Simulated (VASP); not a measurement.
# InP (F-43m) in VASP: a series of runs

The runs below take InP through single point, with LDA.

Everything below comes from runs of VASP 6.6.1. Logs are shortened: lines on timing, memory, paths and dates and some standing lists are left out, and cuts for length are marked.

### Step 1. The cell of the first run

It takes space group F-43m (No. 216, cubic). The conventional cell has a = 5.741 Å, b = 5.741 Å, c = 5.741 Å, α = 90.00°, β = 90.00°, γ = 90.00°. In (site symmetry -43m) has 4 P at 2.49 Å within 3.3 Å. Within 3.3 Å of P (site symmetry -43m) lie 4 In at 2.49 Å.

### Step 2. Single point, LDA (volume scaled by 0.94)

Contents of INCAR:

```
PREC = Accurate
ENCUT = 520
EDIFF = 1E-7
ISMEAR = -1
SIGMA = 0.05
LREAL = F
LASPH = T
NELM = 80
ALGO = Normal
ISIF = 2
LWAVE = F
LCHARG = F
GGA = CA
NBANDS = 16
```

Contents of KPOINTS:

```
regular mesh
0
Gamma
  8 8 8
```

Contents of POSCAR:

```
InP
1.0
    0.0000000000      2.8706770916      2.8706770916
    2.8706770916      0.0000000000      2.8706770916
    2.8706770916      2.8706770916      0.0000000000
In P
1 1
Direct
    0.0000000000      0.0000000000      0.0000000000
    0.7500000000      0.7500000000      0.7500000000
```

Potentials or basis: VASP PAW LDA potentials, release 64 (In_d, P).

Launch:

```
$ cat potpaw_LDA.64/In_d/POTCAR potpaw_LDA.64/P/POTCAR > POTCAR
$ mpirun -np 1 vasp_std > vasp.out
```

OUTCAR:

```text
PREC = Accurate
   ENCUT = 520
   EDIFF = 1E-7
   ISMEAR = -1
   LREAL = F
   LASPH = T
   NELM = 80
   ISIF = 2
   GGA = CA

 ion  position               nearest neighbor table
   1  0.000  0.000  0.000-   2 2.49   2 2.49   2 2.49   2 2.49
   2  0.750  0.750  0.750-   1 2.49   1 2.49   1 2.49   1 2.49

  LATTYP: Found a face centered cubic cell.
 ALAT       =     5.7413541832

  Lattice vectors:

 A1 = (   0.0000000000,   2.8706770916,   2.8706770916)
 A2 = (   2.8706770916,   0.0000000000,   2.8706770916)
 A3 = (   2.8706770916,   2.8706770916,   0.0000000000)

Analysis of symmetry for initial positions (statically):
=====================================================================
 Subroutine PRICEL returns:
 Original cell was already a primitive cell.

 Routine SETGRP: Setting up the symmetry group for a
 face centered cubic supercell.

 Subroutine GETGRP returns: Found 24 space group operations
 (whereof 24 operations were pure point group operations)
 out of a pool of 48 trial point group operations.

The static configuration has the point symmetry T_d .

Analysis of symmetry for dynamics (positions and initial velocities):
=====================================================================
 Subroutine PRICEL returns:
 Original cell was already a primitive cell.

 Routine SETGRP: Setting up the symmetry group for a
 face centered cubic supercell.

 Subroutine GETGRP returns: Found 24 space group operations
 (whereof 24 operations were pure point group operations)
 out of a pool of 48 trial point group operations.

The dynamic configuration has the point symmetry T_d .

 Subroutine INISYM returns: Found 24 space group operations
 (whereof 24 operations are pure point group operations),
 and found     1 'primitive' translations

----------------------------------------------------------------------------------------

                                     Primitive cell

  volume of cell :      47.3133

  direct lattice vectors                    reciprocal lattice vectors
     0.000000000  2.870677092  2.870677092    -0.174174936  0.174174936  0.174174936
     2.870677092  0.000000000  2.870677092     0.174174936 -0.174174936  0.174174936
     2.870677092  2.870677092  0.000000000     0.174174936  0.174174936 -0.174174936

  length of vectors
     4.059750476  4.059750476  4.059750476     0.301679839  0.301679839  0.301679839

  position of ions in fractional coordinates (direct lattice)
     0.000000000  0.000000000  0.000000000
     0.750000000  0.750000000  0.750000000

  ion indices of the primitive-cell ions
   primitive index   ion index
                 1           1
                 2           2

----------------------------------------------------------------------------------------

 KPOINTS: regular mesh

Automatic generation of k-mesh.
 Grid dimensions read from file:
 generate k-points for:    8    8    8

 Generating k-lattice:

  Cartesian coordinates                     Fractional coordinates (reciprocal lattice)
    -0.021771867  0.021771867  0.021771867     0.125000000  0.000000000  0.000000000
     0.021771867 -0.021771867  0.021771867     0.000000000  0.125000000  0.000000000
     0.021771867  0.021771867 -0.021771867     0.000000000  0.000000000  0.125000000

  Length of vectors
     0.037709980  0.037709980  0.037709980

  Shift w.r.t. Gamma in fractional coordinates (k-lattice)
     0.000000000  0.000000000  0.000000000

 Subroutine IBZKPT returns following result:
 ===========================================

 Found     29 irreducible k-points:

 Following reciprocal coordinates:
            Coordinates               Weight
  0.000000  0.000000  0.000000      1.000000
  0.125000  0.000000  0.000000      8.000000
  0.250000  0.000000  0.000000      8.000000
  0.375000  0.000000  0.000000      8.000000
  0.500000  0.000000  0.000000      4.000000
  0.125000  0.125000  0.000000      6.000000
[... 16 lines left out ...]
  0.500000  0.250000  0.125000     48.000000
 -0.375000  0.250000  0.125000     24.000000
 [... further k-points ...]
   k-points           NKPTS =     29   k-points in BZ     NKDIM =     29   number of bands    NBANDS=     16
   number of dos      NEDOS =    301   number of ions     NIONS =      2
   total plane-waves  NPLWV =  27000
   dimension x,y,z NGX =    30 NGY =   30 NGZ =   30
   dimension x,y,z NGXF=    60 NGYF=   60 NGZF=   60
   ions per type =               1   1
   NGX,Y,Z   is equivalent  to a cutoff of  12.28, 12.28, 12.28 a.u.
   NGXF,Y,Z  is equivalent  to a cutoff of  24.57, 24.57, 24.57 a.u.
 SYSTEM =  unknown system
   PREC   = accura    normal or accurate (medium, high low for compatibility)
   ISTART =      0    job   : 0-new  1-cont  2-samecut
   ICHARG =      2    charge: 1-file 2-atom 10-const
   ISPIN  =      1    spin polarized calculation?
   LNONCOLLINEAR =      F non collinear calculations
   LSORBIT =      F    spin-orbit coupling
   LASPH  =      T    aspherical Exc in radial PAW
   ENCUT  =  520.0 eV  38.22 Ry    6.18 a.u.   7.55  7.55  7.55*2*pi/ulx,y,z
   NELM   =     80;   NELMIN=  2; NELMDL= -5     # of ELM steps
   EDIFF  = 0.1E-06   stopping-criterion for ELM
   LREAL  =      F    real-space projection
   EDIFFG = 0.1E-05   stopping-criterion for IOM
   NSW    =      0    number of steps for IOM
   IBRION =     -1    ionic relax: 0-MD 1-quasi-New 2-CG
   NFREE  =      0    steps in history (QN), initial steepest desc. (CG)
   ISIF   =      2    stress and relaxation
   ISYM   =      2    0-nonsym 1-usesym 2-fastsym
   POTIM  = 0.5000    time-step for ionic-motion
   TEBEG  =    0.0;   TEEND  =   0.0 temperature during run
   PSTRESS=    0.0 pullay stress
   NELECT =      18.0000    total number of electrons
   NUPDOWN=      -1.0000    fix difference up-down
   EMIN   =  10.00;   EMAX   =-10.00  energy-range for DOS
   EFERMI =   0.00;   METHOD = LEGACY
   ISMEAR =    -1;   SIGMA  =   0.05  broadening in eV -4-tet -1-fermi 0-gaus
   EFERMI_NEDOS =   21; number of points for ismear=-14 and -15
   IALGO  =     38    algorithm
   IMIX   =      4    mixing-type and parameters
     AMIX     =   0.40;   BMIX     =  1.00
     AMIX_MAG =   1.60;   BMIX_MAG =  1.00
  volume/ion in A,a.u.               =      23.66       159.64
  Fermi-wavevector in a.u.,A,eV,Ry     =   1.186237  2.241662 19.145537  1.407157
  Thomas-Fermi vector in A             =   2.322414
   LORBIT       =      0    0 simple, 1 ext, 2 COOP (PROOUT), +10 PAW based schemes
   GGA     = CA    functional components
   LHFCALC =     F    Hartree Fock is set to
   AEXX    =    0.0000 exact exchange contribution
   IVDW    =     0    specifies the selected vdW correction
   LEPSILON=     F    determine dielectric tensor
   LRPA    =     F    only Hartree local field effects (RPA)
 non-spin polarized calculation
  energy-cutoff  :      520.00
  volume of cell :       47.31
 maximum number of plane-waves:      1288
   NGX = 15   NGY = 15   NGZ = 15

 number of electron      17.9999999 magnetization

 Free energy of the ion-electron system (eV)
  ---------------------------------------------------
  ext. energy  EPLUGINS =         0.00000000
  ---------------------------------------------------
  free energy    TOTEN  =        -9.64856732 eV

  energy without entropy =       -9.64856585  energy(sigma->0) =       -9.64856659

 E-fermi :   6.1708     XC(G=0):  -9.8799

 val. band max:        5.7190351019   @ k =   0.0000   0.0000   0.0000
 cond. band min:       6.5631661359   @ k =   0.0000   0.0000   0.0000
 fundamental gap:      0.8441310341
 Fermi energy:         6.1708406153

 k-point     1 :       0.0000    0.0000    0.0000
  band No.  band energies     occupation
      1      -8.6167      2.00000
      2      -8.6167      2.00000
      3      -8.6167      2.00000
      4      -8.4281      2.00000
      5      -8.4281      2.00000
      6      -6.2718      2.00000
[... 8 lines left out ...]
     15      15.2676      0.00000
     16      15.2676      0.00000

 k-point     2 :       0.1250    0.0000    0.0000
  band No.  band energies     occupation
      1      -8.6417      2.00000
      2      -8.6074      2.00000
      3      -8.6074      2.00000
      4      -8.4281      2.00000
      5      -8.4281      2.00000
      6      -6.0732      2.00000
[... 8 lines left out ...]
     15      14.5418      0.00000
     16      15.0952      0.00000

 k-point     3 :       0.2500    0.0000    0.0000
  band No.  band energies     occupation
      1      -8.6974      2.00000
      2      -8.5877      2.00000
      3      -8.5877      2.00000
      4      -8.4251      2.00000
      5      -8.4251      2.00000
      6      -5.5165      2.00000
[... 8 lines left out ...]
     15      14.3004      0.00000
     16      14.7467      0.00000

 k-point     4 :       0.3750    0.0000    0.0000
  band No.  band energies     occupation
      1      -8.7482      2.00000
      2      -8.5730      2.00000
      3      -8.5730      2.00000
      4      -8.4166      2.00000
      5      -8.4166      2.00000
      6      -4.7557      2.00000
[... 8 lines left out ...]
     15      15.2894      0.00000
     16      15.2894      0.00000
[... 324 lines left out ...]
 k-point    22 :       0.3750    0.2500    0.1250
  band No.  band energies     occupation
      1      -8.7430      2.00000
      2      -8.5639      2.00000
      3      -8.5558      2.00000
      4      -8.4488      2.00000
      5      -8.4092      2.00000
      6      -5.0549      2.00000
[... 8 lines left out ...]
     15      16.0188      0.00000
     16      17.5130      0.00000

 k-point    23 :       0.5000    0.2500    0.1250
  band No.  band energies     occupation
      1      -8.7718      2.00000
      2      -8.5576      2.00000
      3      -8.5376      2.00000
      4      -8.4440      2.00000
      5      -8.4089      2.00000
      6      -4.3526      2.00000
[... 8 lines left out ...]
     15      16.6914      0.00000
     16      17.2088      0.00000

 k-point    24 :      -0.3750    0.2500    0.1250
  band No.  band energies     occupation
      1      -8.7823      2.00000
      2      -8.5571      2.00000
      3      -8.5314      2.00000
      4      -8.4364      2.00000
      5      -8.4122      2.00000
      6      -3.9432      2.00000
[... 8 lines left out ...]
     15      16.4448      0.00000
     16      17.1957      0.00000

 [... further k-points ...]

------------------------ aborting loop because EDIFF is reached ----------------------------------------

  FORCE on cell =-STRESS in cart. coord.  units (eV):
  Direction    XX          YY          ZZ          XY          YZ          ZX
  --------------------------------------------------------------------------------------
  -------------------------------------------------------------------------------------
  Total        1.0382060      1.0382060      1.0382060      0.0000000      0.0000000     -0.0000000
  in kB       35.1569416     35.1569416     35.1569416      0.0000000      0.0000000     -0.0000000
  external PRESSURE =      35.1569416 kB  Pullay stress =       0.0000000 kB

 VOLUME and BASIS-vectors are now :
 -----------------------------------------------------------------------------
  energy-cutoff  :      520.00
  volume of cell :       47.31
      direct lattice vectors                 reciprocal lattice vectors
     0.000000000  2.870677092  2.870677092    -0.174174936  0.174174936  0.174174936
     2.870677092  0.000000000  2.870677092     0.174174936 -0.174174936  0.174174936
     2.870677092  2.870677092  0.000000000     0.174174936  0.174174936 -0.174174936

 POSITION                                       TOTAL-FORCE (eV/Angst)
 -----------------------------------------------------------------------------------
      0.00000      0.00000      0.00000         0.000000      0.000000      0.000000
      4.30602      4.30602      4.30602        -0.000000     -0.000000     -0.000000
 -----------------------------------------------------------------------------------
    total drift:                                0.000000      0.000000      0.000000

  FREE ENERGIE OF THE ION-ELECTRON SYSTEM (eV)
  ---------------------------------------------------
  free  energy   TOTEN  =        -9.6485673245 eV

  energy  without entropy=       -9.6485658528  energy(sigma->0) =       -9.64856659
```

Run time: 32 s. Hardware: 1 thread of Intel Xeon 8259CL, shared host; peak memory 0.16 GiB.

What came out:

```yaml
Free_energy: -9.6486 eV
Pressure: 3.5 GPa
Band_gap_on_the_k_mesh: 0.84 eV, direct
```

Caveat: spin-orbit coupling is left out, which moves the levels of the heavy elements.

### Step 3. Single point, LDA (volume scaled by 0.96)

Contents of INCAR:

```
PREC = Accurate
ENCUT = 520
EDIFF = 1E-6
ISMEAR = -1
SIGMA = 0.05
LREAL = False
LASPH = True
NELM = 60
ALGO = Normal
ISIF = 2
LWAVE = False
LCHARG = False
NBANDS = 16
```

KPOINTS is that of step 2.

Contents of POSCAR:

```
InP
1.0
    0.0000000000      2.8908937935      2.8908937935
    2.8908937935      0.0000000000      2.8908937935
    2.8908937935      2.8908937935      0.0000000000
In P
1 1
Direct
    0.0000000000      0.0000000000      0.0000000000
    0.7500000000      0.7500000000      0.7500000000
```

Potentials or basis: VASP PAW LDA potentials, release 64 (In_d, P).

Launch:

```
$ cat potpaw_LDA.64/In_d/POTCAR potpaw_LDA.64/P/POTCAR > POTCAR
$ mpirun -np 1 vasp_std > vasp.out
```

OUTCAR:

```text
PREC = Accurate
   ENCUT = 520
   EDIFF = 1E-6
   ISMEAR = -1
   LREAL = False
   LASPH = True
   NELM = 60
   ISIF = 2

 ion  position               nearest neighbor table
   1  0.000  0.000  0.000-   2 2.50   2 2.50   2 2.50   2 2.50
   2  0.750  0.750  0.750-   1 2.50   1 2.50   1 2.50   1 2.50

  LATTYP: Found a face centered cubic cell.
 ALAT       =     5.7817875870

  Lattice vectors:

 A1 = (   0.0000000000,   2.8908937935,   2.8908937935)
 A2 = (   2.8908937935,   0.0000000000,   2.8908937935)
 A3 = (   2.8908937935,   2.8908937935,   0.0000000000)

Analysis of symmetry for initial positions (statically):
=====================================================================
 Subroutine PRICEL returns:
 Original cell was already a primitive cell.

 Routine SETGRP: Setting up the symmetry group for a
 face centered cubic supercell.

 Subroutine GETGRP returns: Found 24 space group operations
 (whereof 24 operations were pure point group operations)
 out of a pool of 48 trial point group operations.

The static configuration has the point symmetry T_d .

Analysis of symmetry for dynamics (positions and initial velocities):
[... 159 lines left out ...]

 val. band max:        5.4715751177   @ k =   0.0000   0.0000   0.0000
 cond. band min:       6.2026913649   @ k =   0.0000   0.0000   0.0000
 fundamental gap:      0.7311162472
 Fermi energy:         5.8672510842

 k-point     1 :       0.0000    0.0000    0.0000
  band No.  band energies     occupation
      1      -8.8096      2.00000
      2      -8.8096      2.00000
      3      -8.8096      2.00000
      4      -8.6330      2.00000
      5      -8.6330      2.00000
      6      -6.3633      2.00000
[... 433 lines left out ...]
      3      -8.7299      2.00000
      4      -8.6404      2.00000
      5      -8.6181      2.00000
      6      -4.1226      2.00000
[... 8 lines left out ...]
     15      16.1463      0.00000
     16      16.8653      0.00000

 [... further k-points ...]

------------------------ aborting loop because EDIFF is reached ----------------------------------------

  FORCE on cell =-STRESS in cart. coord.  units (eV):
  Direction    XX          YY          ZZ          XY          YZ          ZX
  --------------------------------------------------------------------------------------
  -------------------------------------------------------------------------------------
  Total        0.5316807      0.5316807      0.5316807      0.0000000     -0.0000000      0.0000000
  in kB       17.6293009     17.6293009     17.6293009      0.0000000     -0.0000000      0.0000000
  external PRESSURE =      17.6293009 kB  Pullay stress =       0.0000000 kB

 VOLUME and BASIS-vectors are now :
 -----------------------------------------------------------------------------
  energy-cutoff  :      520.00
  volume of cell :       48.32
      direct lattice vectors                 reciprocal lattice vectors
     0.000000000  2.890893794  2.890893794    -0.172956890  0.172956890  0.172956890
     2.890893794  0.000000000  2.890893794     0.172956890 -0.172956890  0.172956890
     2.890893794  2.890893794  0.000000000     0.172956890  0.172956890 -0.172956890

 POSITION                                       TOTAL-FORCE (eV/Angst)
 -----------------------------------------------------------------------------------
      0.00000      0.00000      0.00000         0.000000      0.000000      0.000000
      4.33634      4.33634      4.33634        -0.000000     -0.000000     -0.000000
 -----------------------------------------------------------------------------------
    total drift:                                0.000000      0.000000      0.000000

  FREE ENERGIE OF THE ION-ELECTRON SYSTEM (eV)
  ---------------------------------------------------
  free  energy   TOTEN  =        -9.6654811896 eV

  energy  without entropy=       -9.6654771300  energy(sigma->0) =       -9.66547916
```

It took 33 s on 1 thread of Intel Xeon 8259CL, shared host; peak memory 0.16 GiB.

What came out:

```
Free energy            : -9.6655 eV
Pressure               : 1.8 GPa
Band gap on the k mesh : 0.73 eV, direct
```

Caveat: spin-orbit coupling is left out, which moves the levels of the heavy elements.
